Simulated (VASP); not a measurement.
# Mg48O47 (a cell with a defect) in VASP: single point with PBEsol

Aim: the single point of Mg48O47 (a cell with a defect) with PBEsol.

All numbers are computed with VASP 6.6.1; they aren't measurements. Logs are shortened: lines on timing, memory, paths and dates and some standing lists are left out, and cuts for length are marked.

## Step 1: The cell of the first run

The cell holds a defect, 95 atoms: a = 9.906 Å, b = 11.438 Å, c = 10.050 Å, α = 90.00°, β = 90.00°, γ = 90.00°.

## Step 2: Single point, PBEsol

Contents of INCAR:

```
PREC     = Accurate       # precision mode
ENCUT    = 520            # plane-wave cutoff, eV
EDIFF    = 1E-6           # SCF threshold, eV
ISMEAR   = -1             # smearing method
SIGMA    = 0.05           # smearing width, eV
LREAL    = Auto         
LASPH    = True           # aspherical terms in the spheres
NELM     = 100            # most SCF steps
ALGO     = Normal         # electronic algorithm
ISIF     = 2              # what is computed and relaxed
LWAVE    = False          # write WAVECAR
LCHARG   = False          # write CHGCAR
GGA      = PS             # functional
NBANDS   = 242            # bands
ISYM     = 0
```

Contents of KPOINTS:

```
Automatic mesh
0
Gamma
  1 1 1
  0.25 0.25 0.25
```

Contents of POSCAR:

```
Mg48O47
1.0
    9.9058180000      0.0000000000      0.0000000000
    0.0000000000     11.4382530000      0.0000000000
    0.0000000000      0.0000000000     10.0496460000
Mg O
48 47
Direct
    0.1671270000      0.0833200000      0.2449010000
    0.1670190000      0.0832930000      0.7450160000
    0.0006330000      0.3333180000      0.2450150000
    0.0005410000      0.3332380000      0.7449650000
    0.5005620000      0.0833170000      0.2448890000
    0.5004120000      0.0832190000      0.7450690000
    0.3338810000      0.3333970000      0.2451780000
    0.3334830000      0.3329310000      0.7445980000
    0.1673210000      0.5831570000      0.2452650000
    0.1669920000      0.5830090000      0.7445640000
    0.0006060000      0.8332780000      0.2447700000
    0.0004720000      0.8332890000      0.7452650000
    0.8338440000      0.0833440000      0.2448870000
    0.8339680000      0.0832680000      0.7450430000
    0.6673000000      0.3333640000      0.2451300000
    0.6677060000      0.3329790000      0.7445670000
    0.5006170000      0.5832720000      0.2399950000
    0.5005520000      0.5832110000      0.7455430000
    0.3339970000      0.8332520000      0.2451770000
    0.3338810000      0.8336980000      0.7445530000
    0.8338250000      0.5832990000      0.2451800000
    0.8342760000      0.5829470000      0.7446980000
    0.6671300000      0.8332080000      0.2451350000
    0.6672650000      0.8337940000      0.7446550000
    0.0004760000      0.1669030000      0.4949330000
    0.0004800000      0.1666760000      0.9949870000
    0.3339280000      0.1660600000      0.4949750000
    0.3337210000      0.1666180000      0.9950200000
    0.1675410000      0.4167450000      0.4948830000
    0.1672820000      0.4166310000      0.9949200000
    0.0005740000      0.6671960000      0.4952290000
    0.0006320000      0.6664830000      0.9949740000
    0.6670350000      0.1660650000      0.4950980000
    0.6672160000      0.1665610000      0.9948870000
    0.5005830000      0.4168100000      0.4948930000
    0.5006040000      0.4159630000      0.9936980000
    0.3343170000      0.6664110000      0.4948240000
    0.3333340000      0.6669190000      0.9937500000
    0.1667910000      0.9168680000      0.4950940000
    0.1672030000      0.9166650000      0.9949360000
    0.8336220000      0.4167890000      0.4946970000
    0.8339360000      0.4166030000      0.9950680000
    0.6668690000      0.6664450000      0.4951320000
    0.6678520000      0.6669290000      0.9935630000
    0.5005820000      0.9160910000      0.4947480000
    0.5005110000      0.9166600000      0.9949830000
    0.8342990000      0.9168550000      0.4949570000
    0.8338830000      0.9166720000      0.9950630000
    0.0005010000      0.1667170000      0.1933410000
    0.0004650000      0.1666990000      0.6933620000
    0.3338790000      0.1667390000      0.1933410000
    0.3337740000      0.1663380000      0.6932190000
    0.1673080000      0.4166520000      0.1933390000
    0.1670830000      0.4164510000      0.6931610000
    0.0006570000      0.6664520000      0.1933460000
    0.0005800000      0.6667210000      0.6933550000
    0.6671590000      0.1667690000      0.1932280000
    0.6671290000      0.1663280000      0.6933710000
    0.5005780000      0.4163810000      0.1923820000
    0.5005750000      0.4164910000      0.6934420000
    0.3336750000      0.6667220000      0.1924990000
    0.3339310000      0.6666240000      0.6933810000
    0.1673920000      0.9165600000      0.1933140000
    0.1670000000      0.9166540000      0.6933850000
    0.8339160000      0.4166980000      0.1934930000
    0.8340780000      0.4164800000      0.6930080000
    0.6674560000      0.6667250000      0.1923050000
    0.6673160000      0.6666630000      0.6937420000
    0.5005730000      0.9165750000      0.1934510000
    0.5005610000      0.9167290000      0.6930450000
    0.8337460000      0.9165740000      0.1934290000
    0.8340460000      0.9166980000      0.6932330000
    0.1670280000      0.0833620000      0.4432750000
    0.1671020000      0.0833050000      0.9433760000
    0.0006180000      0.3335830000      0.4432310000
    0.0005900000      0.3333830000      0.9433680000
    0.5005210000      0.0828710000      0.4431650000
    0.5004260000      0.0832830000      0.9434060000
    0.3342130000      0.3328770000      0.4435400000
    0.3336780000      0.3331700000      0.9428420000
    0.1670940000      0.5836560000      0.4436370000
    0.1671410000      0.5831480000      0.9428200000
    0.0005580000      0.8334460000      0.4430700000
    0.0004980000      0.8332180000      0.9435820000
    0.8339190000      0.0833890000      0.4432510000
    0.8338930000      0.0832420000      0.9433760000
    0.6669560000      0.3328480000      0.4435490000
    0.6675810000      0.3331490000      0.9428760000
    0.5005600000      0.5832380000      0.9440230000
    0.3333240000      0.8331880000      0.4435620000
    0.3339180000      0.8335200000      0.9428800000
    0.8340070000      0.5837410000      0.4436000000
    0.8341130000      0.5830880000      0.9429670000
    0.6677720000      0.8331260000      0.4435640000
    0.6671670000      0.8336050000      0.9429260000
```

Potentials or basis: VASP PAW PBE potentials, release 64 (Mg, O).

Command:

```console
cat potpaw_PBE.64/Mg/POTCAR potpaw_PBE.64/O/POTCAR > POTCAR
mpirun -np 1 vasp_std > vasp.out
```

OUTCAR:

```text
PREC = Accurate
   ENCUT = 520
   EDIFF = 1E-6
   ISMEAR = -1
   LREAL = Auto
   LASPH = True
   NELM = 100
   ISIF = 2
   GGA = PS
   ISYM = 0

 ion  position               nearest neighbor table
   1  0.167  0.083  0.245-  49 1.98  63 1.98  51 1.98  73 1.99  28 3.15  27 3.15  26 3.15  40 3.15
                            39 3.15  25 3.15   3 3.30  13 3.30  11 3.30   5 3.30   7 3.30  19 3.30
   2  0.167  0.083  0.745-  50 1.98  52 1.98  64 1.98  74 1.99  39 3.15  40 3.15  26 3.15  27 3.15
                            28 3.15  25 3.15   8 3.30  20 3.30  14 3.30   4 3.30  12 3.30   6 3.30
   3  0.001  0.333  0.245-  49 1.98  53 1.98  65 1.98  75 1.99  25 3.15  42 3.15  41 3.15  26 3.15
                            29 3.15  30 3.15   9 3.30   1 3.30   7 3.30  15 3.30  13 3.30  21 3.30
   4  0.001  0.333  0.745-  50 1.97  66 1.97  54 1.97  76 1.99  25 3.15  26 3.15  30 3.15  42 3.15
                            29 3.16  41 3.16  16 3.30  22 3.30   8 3.30  10 3.30   2 3.30  14 3.30
   5  0.501  0.083  0.245-  57 1.98  69 1.98  51 1.98  77 1.99  27 3.15  33 3.15  46 3.15  34 3.15
                            28 3.15  45 3.16  13 3.30  19 3.30  23 3.30  15 3.30   7 3.30   1 3.30
   6  0.500  0.083  0.745-  70 1.97  52 1.97  58 1.98  78 1.99  33 3.15  27 3.15  46 3.15  34 3.15
                            28 3.15  45 3.16  20 3.30  24 3.30   8 3.30   2 3.30  16 3.30  14 3.30
   7  0.334  0.333  0.245-  53 1.98  51 1.98  59 1.98  79 1.99  29 3.15  35 3.15  30 3.16  28 3.16
                            27 3.16  36 3.16   9 3.30   3 3.30  17 3.30  15 3.30   5 3.30   1 3.30
   8  0.333  0.333  0.745-  54 1.97  52 1.97  60 1.98  80 1.99  36 3.15  29 3.15  27 3.15  28 3.15
                            30 3.16  35 3.16   2 3.30   4 3.30   6 3.30  10 3.30  18 3.31  16 3.31
   9  0.167  0.583  0.245-  53 1.97  55 1.98  61 1.98  81 1.99  29 3.15  37 3.15  30 3.16  32 3.16
[... 124 lines left out ...]
  94  0.668  0.833  0.444-  43 1.98  47 1.98  45 1.98  23 1.99
  95  0.667  0.834  0.943-  44 1.97  46 1.98  48 1.98  24 1.99

IMPORTANT INFORMATION: All symmetrisations will be switched off!
NOSYMM: (Re-)initialisation of all symmetry stuff for point group C_1.

----------------------------------------------------------------------------------------

                                     Primitive cell

  volume of cell :    1138.6777

  direct lattice vectors                    reciprocal lattice vectors
     9.905818000  0.000000000  0.000000000     0.100950775  0.000000000  0.000000000
     0.000000000 11.438253000  0.000000000     0.000000000  0.087425938  0.000000000
     0.000000000  0.000000000 10.049646000     0.000000000  0.000000000  0.099505993

  length of vectors
     9.905818000 11.438253000 10.049646000     0.100950775  0.087425938  0.099505993

  position of ions in fractional coordinates (direct lattice)
     0.167127000  0.083320000  0.244901000
     0.167019000  0.083293000  0.745016000
     0.000633000  0.333318000  0.245015000
     0.000541000  0.333238000  0.744965000
     0.500562000  0.083317000  0.244889000
     0.500412000  0.083219000  0.745069000
[... 87 lines left out ...]
     0.667772000  0.833126000  0.443564000
     0.667167000  0.833605000  0.942926000

  ion indices of the primitive-cell ions
   primitive index   ion index
                 1           1
                 2           2
                 3           3
                 4           4
                 5           5
                 6           6
[... 87 lines left out ...]
                94          94
                95          95

[... 43 lines left out ...]
   ICHARG =      2    charge: 1-file 2-atom 10-const
   ISPIN  =      1    spin polarized calculation?
   LNONCOLLINEAR =      F non collinear calculations
   LSORBIT =      F    spin-orbit coupling
   LASPH  =      T    aspherical Exc in radial PAW
   ENCUT  =  520.0 eV  38.22 Ry    6.18 a.u.  18.42 21.27 18.69*2*pi/ulx,y,z
   NELM   =    100;   NELMIN=  2; NELMDL= -5     # of ELM steps
   EDIFF  = 0.1E-05   stopping-criterion for ELM
   LREAL  =      T    real-space projection
   EDIFFG = 0.1E-04   stopping-criterion for IOM
   NSW    =      0    number of steps for IOM
   IBRION =     -1    ionic relax: 0-MD 1-quasi-New 2-CG
   NFREE  =      0    steps in history (QN), initial steepest desc. (CG)
   ISIF   =      2    stress and relaxation
   ISYM   =      0    0-nonsym 1-usesym 2-fastsym
   POTIM  = 0.5000    time-step for ionic-motion
   TEBEG  =    0.0;   TEEND  =   0.0 temperature during run
   PSTRESS=    0.0 pullay stress
   NELECT =     378.0000    total number of electrons
   NUPDOWN=      -1.0000    fix difference up-down
   EMIN   =  10.00;   EMAX   =-10.00  energy-range for DOS
   EFERMI =   0.00;   METHOD = LEGACY
   ISMEAR =    -1;   SIGMA  =   0.05  broadening in eV -4-tet -1-fermi 0-gaus
   EFERMI_NEDOS =   21; number of points for ismear=-14 and -15
   IALGO  =     38    algorithm
   IMIX   =      4    mixing-type and parameters
     AMIX     =   0.40;   BMIX     =  1.00
     AMIX_MAG =   1.60;   BMIX_MAG =  1.00
  volume/ion in A,a.u.               =      11.99        80.89
  Fermi-wavevector in a.u.,A,eV,Ry     =   1.133544  2.142088 17.482434  1.284923
  Thomas-Fermi vector in A             =   2.270247
   LORBIT       =      0    0 simple, 1 ext, 2 COOP (PROOUT), +10 PAW based schemes
   GGA     = PS    functional components
   LHFCALC =     F    Hartree Fock is set to
   AEXX    =    0.0000 exact exchange contribution
   IVDW    =     0    specifies the selected vdW correction
   LEPSILON=     F    determine dielectric tensor
   LRPA    =     F    only Hartree local field effects (RPA)
 non-spin polarized calculation
  energy-cutoff  :      520.00
  volume of cell :     1138.68
 maximum number of plane-waves:     30661
 NGX is ok and might be reduce to    80
   NGX = 37   NGY = 43   NGZ = 37

 number of electron     378.0000135 magnetization

 Free energy of the ion-electron system (eV)
  ---------------------------------------------------
  ext. energy  EPLUGINS =         0.00000000
  ---------------------------------------------------
  free energy    TOTEN  =      -577.88106113 eV

  energy without entropy =     -577.88106113  energy(sigma->0) =     -577.88106113

 E-fermi :   4.0457     XC(G=0):  -9.9274

 val. band max:        3.0060684535   @ k =   0.2500  -0.2500  -0.2500
 cond. band min:       5.0850898588   @ k =   0.2500   0.2500   0.2500
 fundamental gap:      2.0790214053
 Fermi energy:         4.0456628482

 k-point     1 :       0.2500    0.2500    0.2500
  band No.  band energies     occupation
      1     -15.1318      2.00000
      2     -14.9928      2.00000
      3     -14.9535      2.00000
      4     -14.9290      2.00000
      5     -14.8366      2.00000
      6     -14.8164      2.00000
[... 805 lines left out ...]
    200       7.4446      0.00000
    201       7.7425      0.00000
 [bands above 201 left out]

------------------------ aborting loop because EDIFF is reached ----------------------------------------

  FORCE on cell =-STRESS in cart. coord.  units (eV):
  Direction    XX          YY          ZZ          XY          YZ          ZX
  --------------------------------------------------------------------------------------
  -------------------------------------------------------------------------------------
  Total       -1.0986549     -1.0371514     -1.1474799      0.0065662      0.0022991      0.0011260
  in kB       -1.5458632     -1.4593247     -1.6145625      0.0092389      0.0032350      0.0015843
  external PRESSURE =      -1.5399168 kB  Pullay stress =       0.0000000 kB

 VOLUME and BASIS-vectors are now :
 -----------------------------------------------------------------------------
  energy-cutoff  :      520.00
  volume of cell :     1138.68
      direct lattice vectors                 reciprocal lattice vectors
     9.905818000  0.000000000  0.000000000     0.100950775  0.000000000  0.000000000
     0.000000000 11.438253000  0.000000000     0.000000000  0.087425938  0.000000000
     0.000000000  0.000000000 10.049646000     0.000000000  0.000000000  0.099505993

 POSITION                                       TOTAL-FORCE (eV/Angst)
 -----------------------------------------------------------------------------------
      1.65553      0.95304      2.46117         0.007566     -0.003313      0.002992
      1.65446      0.95273      7.48715         0.001220     -0.001017      0.002420
      0.00627      3.81258      2.46231        -0.002303      0.006499     -0.006753
      0.00536      3.81166      7.48663         0.000493      0.005833      0.000536
      4.95848      0.95300      2.46105        -0.002832      0.000601     -0.002949
      4.95699      0.95188      7.48768         0.003271      0.000877      0.000238
[... 87 lines left out ...]
      6.61483      9.52951      4.45766         0.000849      0.009762      0.001614
      6.60883      9.53498      9.47607         0.007070      0.001213     -0.000391
 -----------------------------------------------------------------------------------
    total drift:                               -0.008875      0.000039      0.021250

  FREE ENERGIE OF THE ION-ELECTRON SYSTEM (eV)
  ---------------------------------------------------
  free  energy   TOTEN  =      -577.8810611346 eV

  energy  without entropy=     -577.8810611306  energy(sigma->0) =     -577.88106113
```

It took 74 min on 1 thread of Oxide Virtual Turin-like, shared host; peak memory 1.4 GiB.

Results:

| Item | Value |
| --- | --- |
| Free energy | -577.8811 eV |
| Pressure | -0.2 GPa |
| Largest force | 0.018 eV/Å |
| Band gap on the k mesh | 2.08 eV |

Forces on the atoms (eV/Å):
```
Mg   0.008 -0.003  0.003
Mg   0.001 -0.001  0.002
Mg  -0.002  0.006 -0.007
Mg   0.000  0.006  0.001
Mg  -0.003  0.001 -0.003
Mg   0.003  0.001  0.000
Mg  -0.002  0.000 -0.003
Mg   0.003  0.006 -0.005
Mg  -0.002  0.002 -0.003
Mg  -0.002  0.004  0.001
Mg  -0.001 -0.005 -0.001
Mg   0.003 -0.003  0.000
Mg  -0.006 -0.001  0.004
Mg  -0.007  0.001 -0.001
Mg   0.002  0.004  0.002
Mg  -0.004  0.004 -0.001
Mg   0.000  0.000 -0.007
Mg   0.001  0.001  0.009
Mg   0.000  0.004 -0.001
Mg  -0.002 -0.006  0.002
Mg   0.002 -0.004  0.000
Mg  -0.002  0.006 -0.002
Mg  -0.002  0.001  0.002
Mg  -0.002 -0.007 -0.002
Mg   0.000  0.000 -0.001
Mg   0.001  0.004  0.002
Mg   0.000  0.001 -0.003
Mg   0.005 -0.003 -0.002
Mg   0.000  0.004  0.002
Mg  -0.005 -0.001  0.002
Mg  -0.001 -0.008 -0.007
Mg  -0.001 -0.004  0.000
Mg   0.004  0.000 -0.003
Mg  -0.001 -0.001  0.001
Mg   0.001 -0.011  0.005
Mg   0.001  0.004  0.004
Mg  -0.014  0.005  0.006
Mg   0.003 -0.002  0.008
Mg   0.000 -0.004 -0.003
Mg   0.004 -0.002  0.005
Mg   0.000  0.004  0.006
Mg   0.002 -0.002  0.003
Mg   0.016  0.003  0.000
Mg  -0.004 -0.001  0.011
Mg  -0.002  0.000  0.005
Mg   0.000  0.001  0.008
Mg  -0.004  0.000 -0.001
Mg  -0.007 -0.003  0.005
O    0.002 -0.006 -0.008
O    0.003 -0.008 -0.006
O   -0.008  0.000  0.001
O   -0.006 -0.001  0.003
O    0.006 -0.004 -0.001
O    0.004 -0.002 -0.001
O   -0.003  0.003 -0.003
O    0.002  0.006  0.001
O    0.007 -0.006  0.004
O    0.010 -0.001  0.001
O    0.005 -0.013 -0.003
O    0.006 -0.008  0.004
O   -0.012  0.003 -0.013
O   -0.007  0.004  0.004
O    0.002  0.007 -0.005
O   -0.003  0.008 -0.001
O   -0.008 -0.005 -0.002
O   -0.006 -0.002 -0.001
O    0.012  0.006 -0.008
O    0.003  0.002 -0.005
O    0.005  0.002 -0.009
O    0.002  0.005  0.003
O   -0.001  0.004 -0.005
O    0.003  0.006  0.001
O   -0.003  0.000  0.001
O   -0.001  0.000 -0.001
O    0.000 -0.001  0.001
O    0.000 -0.010 -0.004
O    0.004 -0.010  0.003
O    0.007  0.005 -0.001
O   -0.011 -0.009  0.005
O   -0.003 -0.007  0.002
O    0.002 -0.002  0.001
O   -0.001 -0.001  0.004
O    0.004  0.011 -0.001
O    0.002  0.002 -0.002
O    0.001  0.000  0.000
O   -0.003  0.003  0.001
O    0.007 -0.008  0.003
O   -0.004 -0.003 -0.001
O    0.006  0.001  0.000
O   -0.003  0.008  0.004
O   -0.007  0.003 -0.003
O   -0.006  0.000 -0.001
O    0.002  0.002 -0.005
O    0.001  0.010  0.002
O    0.007  0.001  0.000
```

Caveat: the PAW data sets were made with another functional, which shifts forces and pressure a little.
